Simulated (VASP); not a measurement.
Here is a VASP 6.6.1 calculation.

File INCAR:

```
ALGO     = Normal         # electronic algorithm
EDIFF    = 1E-7           # SCF threshold, eV
ENCUT    = 520            # plane-wave cutoff, eV
GGA      = PE             # functional
ISIF     = 2              # what is computed and relaxed
ISMEAR   = -1             # smearing method
LASPH    = T              # aspherical terms in the spheres
LCHARG   = F              # write CHGCAR
LREAL    = F              # projectors in reciprocal space
LWAVE    = F              # write WAVECAR
NBANDS   = 22             # bands
NELM     = 100            # most SCF steps
PREC     = Accurate       # precision mode
SIGMA    = 0.05           # smearing width, eV
```

File KPOINTS:

```
k-points
0
Gamma
  11 11 6
```

The input POSCAR:

```
Rh
1.0
    2.6752291329      0.0000000000      0.0000000000
   -1.3376145665      2.3168163901      0.0000000000
    0.0000000000      0.0000000000      4.3380863070
Rh
2
Direct
    0.3333333333      0.6666666667      0.2500000000
    0.6666666667      0.3333333333      0.7500000000
```

Potentials or basis: VASP PAW PBE potentials, release 64 (Rh_pv).

Launch:

```bash
$ cat potpaw_PBE.64/Rh_pv/POTCAR > POTCAR
$ mpirun -np 1 vasp_std > vasp.out
```

Q: Estimate the band gap on the k mesh.

A: Zero (band 15 reaches 13.06 eV, above the bottom of band 16 at 10.62 eV).

Q: Predict the pressure.

A: 13.8 GPa.

Stress tensor (GPa, compression positive):
```
14.14  0.00  0.00
 0.00 14.14  0.00
 0.00  0.00 13.14
```
